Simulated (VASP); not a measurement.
Set up this calculation in VASP 6.6.1, as the native input.

```yaml
Task: single point
Functional: PBE
Potentials_or_basis: VASP PAW PBE potentials, release 64 (Ga_d)
Cutoff: 520 eV
k_mesh: 14 × 14 × 11
Occupations: fermi-dirac, width 0.05 eV
Spin: no spin polarisation
Dipole_correction: no
Further_INCAR_settings: ALGO = Normal; EDIFF = 1e-07; NBANDS = 20
```

The structure of Ga lies in POSCAR:

```
Ga
1.0
    1.3737178411     -3.9994756958      0.0000000000
    1.3737178411      3.9994756958      0.0000000000
   -0.1166617212      0.0000000000      3.3075808031
Ga
2
Direct
    0.8690000000      0.1310000000      0.2500000000
    0.1310000000      0.8690000000      0.7500000000
```

This cell differs from its parent crystal: volume scaled by 0.98.

These files were run (other wordings do the same):

INCAR

```
ALGO = Normal
EDIFF = 1E-7
ENCUT = 520
GGA = PE
ISIF = 2
ISMEAR = -1
LASPH = T
LCHARG = F
LREAL = F
LWAVE = F
NBANDS = 20
NELM = 60
PREC = Accurate
SIGMA = 0.05
```

KPOINTS

```
k-points
0
Gamma
  14 14 11
```

Potentials or basis: VASP PAW PBE potentials, release 64 (Ga_d).

Run with:

```bash
$ cat potpaw_PBE.64/Ga_d/POTCAR > POTCAR
$ mpirun -np 1 vasp_std > vasp.out
```

It gave:

```
Pressure               : 3.1 GPa
Largest force          : 0.198 eV/Å
Band gap on the k mesh : zero (band 13 reaches 9.89 eV, above the bottom of band 14 at 1.78 eV)
```

Run time: 4.2 min on 1 thread of Intel(R) Xeon(R) Platinum 8488C (Sapphire Rapids), with other jobs on the host, peak memory 0.44 GiB.
